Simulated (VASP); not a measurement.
Input of a VASP 6.6.1 run:

Contents of INCAR:

```
PREC = Accurate
ENCUT = 520
EDIFF = 1E-6
ISMEAR = 0
SIGMA = 0.1
LREAL = F
LASPH = T
NELM = 100
ALGO = Normal
ISIF = 2
LWAVE = F
LCHARG = F
GGA = PS
ISYM = 0
NBANDS = 18
```

File KPOINTS:

```
Automatic mesh
0
Gamma
  9 5 17
```

POSCAR

```
PtSe2
1.0
    3.7607248992      0.0000000000      0.0000000000
    0.0000000000      8.1290185437      0.0000000000
    1.8803624496      2.6097341933      1.9484805018
Pt Se
1 2
Direct
    0.0000000000      0.0000000000      0.0000000000
    0.0726578712      0.7393245379      0.8546842576
    0.9273421288      0.2606754621      0.1453157424
```

Potentials or basis: VASP PAW PBE potentials, release 64 (Pt, Se).

Command:

```sh
$ cat potpaw_PBE.64/Pt/POTCAR potpaw_PBE.64/Se/POTCAR > POTCAR
$ mpirun -np 1 vasp_std > vasp.out
```

(1) What does it give for the pressure?

(2) Estimate the band gap on the k mesh.

(3) Estimate the largest force.

## Answers

(1) 0.1 GPa.

(2) zero (band 11 reaches 7.30 eV, above the bottom of band 12 at 6.42 eV).

(3) 0.022 eV/Å.

Caveat: the PAW data sets were made with another functional, which shifts forces and pressure a little; spin-orbit coupling is left out, which moves the levels of the heavy elements.
